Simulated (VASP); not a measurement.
Y:

```xyz
2
Lattice="3.6474 0.0000 0.0000 -1.8237 3.1587 0.0000 0.0000 0.0000 5.7306" Properties=species:S:1:pos:R:3 pbc="T T T"
Y     1.8237    1.0529    4.2980
Y     0.0000    2.1058    1.4326
```

| Property | Result |
| --- | --- |
| Program | VASP 6.6.1 |
| Task | relaxation of cell and atoms |
| Functional | PBEsol |
| Potentials or basis | VASP PAW PBE potentials, release 64 (Y_sv) |
| Cutoff | 600 eV |
| k mesh | 8 × 8 × 5 |
| Occupations | fermi-dirac, width 0.05 eV |
| Spin | no spin polarisation |

At the start: pressure -2.1 GPa; volume 33.01 Å³/atom.

Task: Where does the relaxation end?

Result: Over 3 steps the energy falls by 12.4 meV/atom and the volume is 31.23 Å³/atom (-5.4 %); space group P6_3/mmc (No. 194, to 0.05 Å).

Step by step:
```csv
step,energy change (eV),largest force (eV/Å),pressure (GPa),volume (Å³)
1,0.0000,0.0000,-2.14,66.02
2,-0.0241,0.0000,0.39,61.91
3,-0.0248,0.0000,0.00,62.47
```

Final structure:
```
Y
1.0
     3.58548    0.00000    0.00000
    -1.79274    3.10511    0.00000
     0.00000    0.00000    5.61067
Y
2
Cartesian
  1.7927 1.0350 4.2080
  0.0000 2.0701 1.4027
```

Caveat: the PAW data sets were made with another functional, which shifts forces and pressure a little.
